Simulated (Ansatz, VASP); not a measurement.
# One calculation of TiO2, two programs

```
Ti O
1.0
    -1.89210    1.89210    4.75730
     1.89210   -1.89210    4.75730
     1.89210    1.89210   -4.75730
Ti O
2 4
Direct
  0.75000 0.25000 0.50000
  0.00000 0.00000 0.00000
  0.79190 0.79190 0.00000
  0.54190 0.04190 0.50000
  0.95810 0.45810 0.50000
  0.20810 0.20810 0.00000
```

Alike in both runs: task relaxation of cell and atoms; functional PBEsol; k mesh 8 × 8 × 8; occupations fermi-dirac, width 0.05 eV; no spin polarisation.

|  | VASP | Ansatz |
| --- | --- | --- |
| version | VASP 6.6.1 | Ansatz 0.2.0 |
| potentials or method | VASP PAW PBE potentials, release 64 (Ti_sv, O), cutoff 600 eV | all-electron LAPW, scalar-relativistic |

Ansatz gave:

```
relaxed volume (Å³/atom)                                     : 11.31
relaxed cell length with the largest relative difference (Å) : 5.469
```

Problem. Estimate VASP's values.

Solution. Relaxed volume (Å³/atom): 11.33; relaxed cell length with the largest relative difference (Å): 5.473.

VASP's potentials were made for PBE, not for PBEsol. Ansatz ran all-electron here, and VASP with PAW potentials.

Noted on Ansatz's run: the k mesh is thin for a metal, which can move the energy by tens of meV per atom.
